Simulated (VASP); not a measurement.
# Al2C (F-43m) in VASP: single point with PBE

Aim: the single point of Al2C with PBE.

All numbers are computed with VASP 6.6.1; they aren't measurements. Logs are shortened: lines on timing, memory, paths and dates and some standing lists are left out, and cuts for length are marked.

### 1 The cell of the first run

The structure is cubic, space group F-43m (No. 216). The conventional cell has a = 5.463 Å, b = 5.463 Å, c = 5.463 Å, α = 90.00°, β = 90.00°, γ = 90.00°. Al (site symmetry -43m) has 4 Al at 2.37 Å and 4 C at 2.37 Å within 3.1 Å. Within 3.1 Å of Al (site symmetry -43m) lie 4 Al at 2.37 Å and 6 C at 2.73 Å. Within 3.1 Å of C (site symmetry -43m) lie 10 Al at 2.37 to 2.73 Å.

### 2 Single point, PBE

File INCAR:

```
SYSTEM = Al2C
PREC = Accurate ; ENCUT = 520
EDIFF = 1E-6 ; ISMEAR = 0
SIGMA = 0.1 ; LREAL = .FALSE.
LASPH = .TRUE. ; NELM = 80
ALGO = Normal ; ISIF = 2
LWAVE = .FALSE. ; LCHARG = .FALSE.
GGA = PE ; NBANDS = 12
```

File KPOINTS:

```
Automatic mesh
0
G
  6 6 6
  0 0 0
```

File POSCAR:

```
Al2C
1.0
    0.0000000000      2.7316933900      2.7316933900
    2.7316933900      0.0000000000      2.7316933900
    2.7316933900      2.7316933900      0.0000000000
Al C
2 1
Direct
    0.7500000000      0.7500000000      0.7500000000
    0.5000000000      0.5000000000      0.5000000000
    0.0000000000      0.0000000000      0.0000000000
```

Potentials or basis: VASP PAW PBE potentials, release 64 (Al, C).

On the command line:

```console
cat potpaw_PBE.64/Al/POTCAR potpaw_PBE.64/C/POTCAR > POTCAR
mpirun -np 1 vasp_std > vasp.out
```

OUTCAR:

```text
SYSTEM = Al2C
   PREC = Accurate
   ENCUT = 520
   EDIFF = 1E-6
   ISMEAR = 0
   LREAL = .FALSE.
   LASPH = .TRUE.
   NELM = 80
   ISIF = 2
   GGA = PE

 ion  position               nearest neighbor table
   1  0.750  0.750  0.750-   2 2.37   2 2.37   2 2.37   2 2.37   3 2.37   3 2.37   3 2.37   3 2.37

   2  0.500  0.500  0.500-   1 2.37   1 2.37   1 2.37   1 2.37
   3  0.000  0.000  0.000-   1 2.37   1 2.37   1 2.37   1 2.37

  LATTYP: Found a face centered cubic cell.
 ALAT       =     5.4633867800

  Lattice vectors:

 A1 = (   0.0000000000,   2.7316933900,   2.7316933900)
 A2 = (   2.7316933900,   0.0000000000,   2.7316933900)
 A3 = (   2.7316933900,   2.7316933900,   0.0000000000)

Analysis of symmetry for initial positions (statically):
=====================================================================
 Subroutine PRICEL returns:
 Original cell was already a primitive cell.

 Routine SETGRP: Setting up the symmetry group for a
 face centered cubic supercell.

 Subroutine GETGRP returns: Found 24 space group operations
 (whereof 24 operations were pure point group operations)
 out of a pool of 48 trial point group operations.

The static configuration has the point symmetry T_d .

Analysis of symmetry for dynamics (positions and initial velocities):
=====================================================================
 Subroutine PRICEL returns:
 Original cell was already a primitive cell.

 Routine SETGRP: Setting up the symmetry group for a
 face centered cubic supercell.

 Subroutine GETGRP returns: Found 24 space group operations
 (whereof 24 operations were pure point group operations)
 out of a pool of 48 trial point group operations.

The dynamic configuration has the point symmetry T_d .

 Subroutine INISYM returns: Found 24 space group operations
 (whereof 24 operations are pure point group operations),
 and found     1 'primitive' translations

----------------------------------------------------------------------------------------

                                     Primitive cell

  volume of cell :      40.7686

  direct lattice vectors                    reciprocal lattice vectors
     0.000000000  2.731693390  2.731693390    -0.183036647  0.183036647  0.183036647
     2.731693390  0.000000000  2.731693390     0.183036647 -0.183036647  0.183036647
     2.731693390  2.731693390  0.000000000     0.183036647  0.183036647 -0.183036647

  length of vectors
     3.863197840  3.863197840  3.863197840     0.317028773  0.317028773  0.317028773

  position of ions in fractional coordinates (direct lattice)
     0.750000000  0.750000000  0.750000000
     0.500000000  0.500000000  0.500000000
     0.000000000  0.000000000  0.000000000

  ion indices of the primitive-cell ions
   primitive index   ion index
                 1           1
                 2           2
                 3           3

----------------------------------------------------------------------------------------

 KPOINTS: Automatic mesh

Automatic generation of k-mesh.
 Grid dimensions read from file:
 generate k-points for:    6    6    6

 Generating k-lattice:

  Cartesian coordinates                     Fractional coordinates (reciprocal lattice)
    -0.030506108  0.030506108  0.030506108     0.166666667  0.000000000  0.000000000
     0.030506108 -0.030506108  0.030506108     0.000000000  0.166666667  0.000000000
     0.030506108  0.030506108 -0.030506108     0.000000000  0.000000000  0.166666667

  Length of vectors
     0.052838129  0.052838129  0.052838129

  Shift w.r.t. Gamma in fractional coordinates (k-lattice)
     0.000000000  0.000000000  0.000000000

 Subroutine IBZKPT returns following result:
 ===========================================

 Found     16 irreducible k-points:

 Following reciprocal coordinates:
            Coordinates               Weight
  0.000000  0.000000  0.000000      1.000000
  0.166667  0.000000  0.000000      8.000000
  0.333333  0.000000  0.000000      8.000000
  0.500000  0.000000  0.000000      4.000000
  0.166667  0.166667  0.000000      6.000000
  0.333333  0.166667  0.000000     24.000000
[... 8 lines left out ...]
 -0.333333  0.333333  0.166667     24.000000
 -0.333333  0.500000  0.166667     12.000000
   k-points           NKPTS =     16   k-points in BZ     NKDIM =     16   number of bands    NBANDS=     12
   number of dos      NEDOS =    301   number of ions     NIONS =      3
   total plane-waves  NPLWV =  27000
   dimension x,y,z NGX =    30 NGY =   30 NGZ =   30
   dimension x,y,z NGXF=    60 NGYF=   60 NGZF=   60
   ions per type =               2   1
   NGX,Y,Z   is equivalent  to a cutoff of  12.91, 12.91, 12.91 a.u.
   NGXF,Y,Z  is equivalent  to a cutoff of  25.82, 25.82, 25.82 a.u.
 SYSTEM =  Al2C
   PREC   = accura    normal or accurate (medium, high low for compatibility)
   ISTART =      0    job   : 0-new  1-cont  2-samecut
   ICHARG =      2    charge: 1-file 2-atom 10-const
   ISPIN  =      1    spin polarized calculation?
   LNONCOLLINEAR =      F non collinear calculations
   LSORBIT =      F    spin-orbit coupling
   LASPH  =      T    aspherical Exc in radial PAW
   ENCUT  =  520.0 eV  38.22 Ry    6.18 a.u.   7.18  7.18  7.18*2*pi/ulx,y,z
   NELM   =     80;   NELMIN=  2; NELMDL= -5     # of ELM steps
   EDIFF  = 0.1E-05   stopping-criterion for ELM
   LREAL  =      F    real-space projection
   EDIFFG = 0.1E-04   stopping-criterion for IOM
   NSW    =      0    number of steps for IOM
   IBRION =     -1    ionic relax: 0-MD 1-quasi-New 2-CG
   NFREE  =      0    steps in history (QN), initial steepest desc. (CG)
   ISIF   =      2    stress and relaxation
   ISYM   =      2    0-nonsym 1-usesym 2-fastsym
   POTIM  = 0.5000    time-step for ionic-motion
   TEBEG  =    0.0;   TEEND  =   0.0 temperature during run
   PSTRESS=    0.0 pullay stress
   NELECT =      10.0000    total number of electrons
   NUPDOWN=      -1.0000    fix difference up-down
   EMIN   =  10.00;   EMAX   =-10.00  energy-range for DOS
   EFERMI =   0.00;   METHOD = LEGACY
   ISMEAR =     0;   SIGMA  =   0.10  broadening in eV -4-tet -1-fermi 0-gaus
   EFERMI_NEDOS =   21; number of points for ismear=-14 and -15
   IALGO  =     38    algorithm
   IMIX   =      4    mixing-type and parameters
     AMIX     =   0.40;   BMIX     =  1.00
     AMIX_MAG =   1.60;   BMIX_MAG =  1.00
  volume/ion in A,a.u.               =      13.59        91.71
  Fermi-wavevector in a.u.,A,eV,Ry     =   1.024785  1.936563 14.288633  1.050185
  Thomas-Fermi vector in A             =   2.158591
   LORBIT       =      0    0 simple, 1 ext, 2 COOP (PROOUT), +10 PAW based schemes
   GGA     = PE    functional components
   LHFCALC =     F    Hartree Fock is set to
   AEXX    =    0.0000 exact exchange contribution
   IVDW    =     0    specifies the selected vdW correction
   LEPSILON=     F    determine dielectric tensor
   LRPA    =     F    only Hartree local field effects (RPA)
 non-spin polarized calculation
 Gauss-broadening in eV      SIGMA  =   0.10
  energy-cutoff  :      520.00
  volume of cell :       40.77
 maximum number of plane-waves:      1113
 NGX is ok and might be reduce to    30
   NGX = 15   NGY = 15   NGZ = 15

 number of electron      10.0000000 magnetization

 Free energy of the ion-electron system (eV)
  ---------------------------------------------------
  ext. energy  EPLUGINS =         0.00000000
  ---------------------------------------------------
  free energy    TOTEN  =       -12.23293696 eV

  energy without entropy =      -12.23292446  energy(sigma->0) =      -12.23293071

 E-fermi :   7.6176     XC(G=0): -10.3898

 val. band max:        7.3642563748   @ k =  -0.1667   0.1667   0.0000
 cond. band min:       7.8390578875   @ k =   0.5000   0.5000   0.0000
 fundamental gap:      0.4748015127
 Fermi energy:         7.6175760603

 k-point     1 :       0.0000    0.0000    0.0000
  band No.  band energies     occupation
      1      -5.7560      2.00000
      2       4.7061      2.00000
      3       5.5926      2.00000
      4       5.5926      2.00000
      5       5.5926      2.00000
      6       9.2794      0.00000
      7       9.2794      0.00000
      8       9.2794      0.00000
      9      13.2285      0.00000
     10      13.2285      0.00000
     11      13.2285      0.00000
     12      14.3716      0.00000

 k-point     2 :       0.1667    0.0000    0.0000
  band No.  band energies     occupation
      1      -5.4206      2.00000
      2       2.7919      2.00000
      3       5.4075      2.00000
      4       5.4075      2.00000
      5       6.3985      2.00000
      6       9.2617      0.00000
      7       9.2617      0.00000
      8       9.4297      0.00000
      9      12.4906      0.00000
     10      12.4906      0.00000
     11      12.9705      0.00000
     12      16.4888      0.00000

 k-point     3 :       0.3333    0.0000    0.0000
  band No.  band energies     occupation
      1      -4.4937      2.00000
      2       0.3879      2.00000
      3       5.1498      2.00000
      4       5.1498      2.00000
      5       6.3292      2.00000
      6       8.6087      0.00000
      7       8.6087      0.00000
      8       9.8169      0.00000
      9      13.2720      0.00000
     10      13.7106      0.00000
     11      13.7106      0.00000
     12      18.9434      0.00000
[... 166 lines left out ...]
 k-point    15 :      -0.3333    0.3333    0.1667
  band No.  band energies     occupation
      1      -3.1392      2.00000
      2      -0.0973      2.00000
      3       1.9021      2.00000
      4       3.0881      2.00000
      5       7.3297      1.99995
      6       8.0978      0.00000
      7      10.7126      0.00000
      8      11.4571      0.00000
      9      12.5277      0.00000
     10      14.3021      0.00000
     11      17.3096      0.00000
     12      18.6940      0.00000

 k-point    16 :      -0.3333    0.5000    0.1667
  band No.  band energies     occupation
      1      -2.9405      2.00000
      2       0.3886      2.00000
      3       1.4684      2.00000
      4       2.4347      2.00000
      5       6.1605      2.00000
      6       9.5648      0.00000
      7       9.8188      0.00000
      8      12.2470      0.00000
      9      12.3692      0.00000
     10      15.5422      0.00000
     11      17.7227      0.00000
     12      18.9691      0.00000

------------------------ aborting loop because EDIFF is reached ----------------------------------------

  FORCE on cell =-STRESS in cart. coord.  units (eV):
  Direction    XX          YY          ZZ          XY          YZ          ZX
  --------------------------------------------------------------------------------------
  -------------------------------------------------------------------------------------
  Total        3.1787452      3.1787452      3.1787452     -0.0000000     -0.0000000      0.0000000
  in kB      124.9224361    124.9224361    124.9224361     -0.0000000     -0.0000000      0.0000000
  external PRESSURE =     124.9224361 kB  Pullay stress =       0.0000000 kB

 VOLUME and BASIS-vectors are now :
 -----------------------------------------------------------------------------
  energy-cutoff  :      520.00
  volume of cell :       40.77
      direct lattice vectors                 reciprocal lattice vectors
     0.000000000  2.731693390  2.731693390    -0.183036647  0.183036647  0.183036647
     2.731693390  0.000000000  2.731693390     0.183036647 -0.183036647  0.183036647
     2.731693390  2.731693390  0.000000000     0.183036647  0.183036647 -0.183036647

 POSITION                                       TOTAL-FORCE (eV/Angst)
 -----------------------------------------------------------------------------------
      4.09754      4.09754      4.09754         0.000000     -0.000000     -0.000000
      2.73169      2.73169      2.73169        -0.000000      0.000000      0.000000
      0.00000      0.00000      0.00000         0.000000     -0.000000     -0.000000
 -----------------------------------------------------------------------------------
    total drift:                               -0.000000     -0.000000     -0.000000

  FREE ENERGIE OF THE ION-ELECTRON SYSTEM (eV)
  ---------------------------------------------------
  free  energy   TOTEN  =       -12.2329369616 eV

  energy  without entropy=      -12.2329244633  energy(sigma->0) =      -12.23293071
```

Wall time 12 s (1 thread of Intel Xeon Platinum 8259CL at 2.50GHz (Skylake/Cascade Lake), shared host); peak memory 0.16 GiB.

What came out:

- Free energy: -12.2329 eV
- Pressure: 12.5 GPa
- Band gap on the k mesh: 0.47 eV, indirect (least direct gap 0.77 eV)

Levels at points of the mesh, in eV from the valence-band top:
```csv
k point,band 2,band 3,band 4,band 5,band 6,band 7,band 8,band 9
"(0.00, 0.00, 0.00)",-2.66,-1.77,-1.77,-1.77,1.92,1.92,1.92,5.86
"(0.50, 0.00, 0.00)",-8.34,-2.30,-2.30,-1.16,0.86,0.86,2.44,6.66
"(0.50, 0.50, 0.00)",-7.26,-4.12,-4.09,-4.09,0.47,4.75,4.75,5.49
```

A k mesh can miss the band edges. Expect the measured gap to be larger: semilocal functionals such as PBE lack the derivative discontinuity.
